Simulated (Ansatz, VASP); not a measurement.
# PbSe: VASP beside Ansatz

INCAR

```
PREC = Accurate
ENCUT = 520
EDIFF = 1E-6
ISMEAR = 0
SIGMA = 0.01
LREAL = F
LASPH = T
NELM = 150
ALGO = Normal
ISIF = 2
LWAVE = F
LCHARG = F
MAGMOM = 0 0 0 0 0 0
LORBIT = 11
LSORBIT = T
GGA_COMPAT = F
LORBMOM = T
GGA = PS
NBANDS = 32
```

The input KPOINTS:

```
Automatic mesh
0
Gamma
  10 10 10
```

POSCAR

```
PbSe
1.0
    0.0000000000      3.0515521252      3.0515521252
    3.0515521252      0.0000000000      3.0515521252
    3.0515521252      3.0515521252      0.0000000000
Pb Se
1 1
Direct
    0.0000000000      0.0000000000      0.0000000000
    0.5000000000      0.5000000000      0.5000000000
```

Input for Ansatz:

```yaml
crystal:
  lattice:
    - [0.0, 3.0515521252, 3.0515521252]
    - [3.0515521252, 0.0, 3.0515521252]
    - [3.0515521252, 3.0515521252, 0.0]
  atoms:
    - { symbol: Pb, position: [0.0, 0.0, 0.0] }
    - { symbol: Se, position: [0.5, 0.5, 0.5] }
basis:
  ecutwfc: 420
kpoints:
  mp_grid: { grid: [10, 10, 10] }
  band_path:
    path:
      - [0.0, 0.0, 0.0]
      - [0.5, 0.0, 0.5]
      - [0.625, 0.25, 0.625]
      - [0.375, 0.375, 0.75]
      - [0.5, 0.5, 0.5]
      - [0.5, 0.25, 0.75]
      - [0.0, 0.0, 0.5]
    npoints: 1
hamiltonian:
  xc: pbesol
scf:
  occupations: { method: gaussian, width: 0.01 }
  n_extra_bands: 8
output:
  eigenvalues: true
magnetization:
  noncollinear: true
  spin_orbit: true
```

Alike in both runs: task single point; functional PBEsol; k mesh 10 × 10 × 10; occupations gaussian, width 0.01 eV; non-collinear spin, spin-orbit coupling.

|  | VASP | Ansatz |
| --- | --- | --- |
| version | VASP 6.6.1 | Ansatz 0.2.0 |
| potentials or method | VASP PAW PBE potentials, release 64 (Pb_d, Se), cutoff 520 eV | plane waves, PAW |
| valence electrons in the cell | 20 | 30 |

```csv
,VASP,Ansatz,Ansatz less VASP
net moment per atom (μB),0.00,0.00,0.000
```

VASP's potentials were made for PBE, not for PBEsol. VASP's potentials hold 20 valence electrons a cell and Ansatz's 30, so a difference there can come from the potentials and not from the codes.
